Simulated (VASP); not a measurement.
Runs of VASP 6.6.1 on ZrS2. The structure is trigonal, space group P-3m1 (No. 164). The conventional cell has a = 3.691 Å, b = 3.691 Å, c = 6.041 Å, α = 90.00°, β = 90.00°, γ = 120.00°. Zr (site symmetry -3m) has 6 S at 2.57 Å within 3.4 Å. S (site symmetry 3m) has 3 Zr at 2.57 Å within 3.4 Å. 

```csv
level,potentials or basis,spin,U,k mesh,smearing,gap on the mesh (eV),pressure (GPa),largest force (eV/Å)
PBE+D3(BJ)+U,"VASP PAW PBE potentials, release 64 (Zr_sv, S)",off,Zr d U = 3.1 eV,3 × 3 × 2,gaussian 0.1 eV,1.57,(c),0.26
PBE,"VASP PAW PBE potentials, release 64 (Zr_sv, S)",off,-,"3 × 3 × 2, shifted",gaussian 0.1 eV,1.50,0.3,0.09
PBE,"VASP PAW PBE potentials, release 64 (Zr_sv, S)",off,-,6 × 6 × 4,tetrahedron,1.07,0.5,0.04
LDA,"VASP PAW LDA potentials, release 64 (Zr_sv, S)",off,-,2 × 2 × 1,gaussian 0.1 eV,0.87,-2.9,0.70
PBE,"VASP PAW PBE potentials, release 64 (Zr_sv, S)","collinear, ferromagnetic start",-,3 × 3 × 2,gaussian 0.1 eV,1.23,1.1,0.06
PBE,"VASP PAW PBE potentials, release 64 (Zr_sv, S)",off,-,"3 × 3 × 1, shifted",gaussian 0.1 eV,1.68,(b),0.10
LDA,"VASP PAW LDA potentials, release 64 (Zr_sv, S)",off,-,3 × 3 × 1,fermi-dirac 0.051704 eV,1.21,-4.7,(a)
```

Alike in all rows: task single point; cell as given; cutoff (eV) 500.

Task: Estimate the missing entries.

Result: (a) 0.41; (b) 0.2; (c) 1.4.

Caveats: some runs use coarse meshes; this functional lacks dispersion, which binds the layers, so the pressure and a relaxed spacing across them are unreliable (some runs); three body term missing (some runs).

A k mesh can miss the band edges, and the runs leave out spin-orbit coupling on Zr.
